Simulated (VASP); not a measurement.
Input of a VASP 6.6.1 run:

Contents of INCAR:

```
PREC = Accurate
ENCUT = 600
EDIFF = 1E-6
ISMEAR = 0
SIGMA = 0.1
LREAL = False
LASPH = True
NELM = 120
ALGO = Normal
ISIF = 2
LWAVE = False
LCHARG = False
GGA = PE
NBANDS = 14
GGA_COMPAT = False
```

File KPOINTS:

```
Automatic mesh
0
Gamma
  6 6 6
```

Contents of POSCAR:

```
NaF
1.0
    0.0000000000      2.2858943900      2.2858943900
    2.2858943900      0.0000000000      2.2858943900
    2.2858943900      2.2858943900      0.0000000000
Na F
1 1
Direct
    0.0000000000      0.0000000000      0.0000000000
    0.5000000000      0.5000000000      0.5000000000
```

Potentials or basis: VASP PAW PBE potentials, release 64 (Na_pv, F).

Command:

```console
$ cat potpaw_PBE.64/Na_pv/POTCAR potpaw_PBE.64/F/POTCAR > POTCAR
$ mpirun -np 1 vasp_std > vasp.out
```

Task: Predict the band gap on the k mesh.

Result: 6.53 eV, direct.

Task: Estimate the pressure.

Result: 4.3 GPa.
